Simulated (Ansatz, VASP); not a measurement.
# Two plane-wave programs on Sc

File INCAR:

```
PREC     = Accurate       # precision mode
ENCUT    = 520            # plane-wave cutoff, eV
EDIFF    = 1E-6           # SCF threshold, eV
ISMEAR   = -1             # smearing method
SIGMA    = 0.1            # smearing width, eV
LREAL    = F              # projectors in reciprocal space
LASPH    = T              # aspherical terms in the spheres
NELM     = 60             # most SCF steps
ALGO     = Normal         # electronic algorithm
ISIF     = 2              # what is computed and relaxed
LWAVE    = F              # write WAVECAR
LCHARG   = F              # write CHGCAR
GGA      = RP             # functional
NBANDS   = 12             # bands
```

Contents of KPOINTS:

```
Automatic mesh
0
Gamma
  12 12 12
```

POSCAR

```
Sc
1.0
    2.9812707954      0.0000000000      0.0000000000
    0.0000000000      2.9812707954      0.0000000000
    0.0000000000      0.0000000000      2.9812707954
Sc
1
Direct
    0.0000000000      0.0000000000      0.0000000000
```

Input for Ansatz:

```yaml
crystal:
  lattice:
    - [2.9812707954, 0.0, 0.0]
    - [0.0, 2.9812707954, 0.0]
    - [0.0, 0.0, 2.9812707954]
  atoms:
    - { symbol: Sc, position: [0.0, 0.0, 0.0] }
hamiltonian:
  xc: rpbe
  pseudopotentials:
    kind: paw
    azcp:
      Sc: "pseudopotentials/Sc.paw.azcp"
basis:
  ecutwfc: 420
  fft_grid_basis: typed
kpoints:
  mp_grid: { grid: [12, 12, 12], shift: [0, 0, 0] }
magnetization:
  spin_polarized: false
scf:
  occupations: { method: fermi_dirac, width: 0.1 }
  lower_state_search: "off"
output:
  stress: true
```

Alike in both runs: task single point; functional RPBE; k mesh 12 × 12 × 12; occupations fermi-dirac, width 0.1 eV; no spin polarisation.

|  | VASP | Ansatz |
| --- | --- | --- |
| version | VASP 6.6.1 | Ansatz 0.2.0 |
| potentials or method | VASP PAW PBE potentials, release 64 (Sc_sv), cutoff 520 eV | plane waves (420 eV) with PAW, scalar-relativistic |
| valence electrons in the cell | 11 | 11 |

```csv
,VASP,Ansatz,Ansatz less VASP
pressure (GPa),1.4,1.4,-0.01
```

VASP's potentials were made for PBE, not for RPBE. With one functional, cell and mesh, what is left measures potentials, basis and numerics.
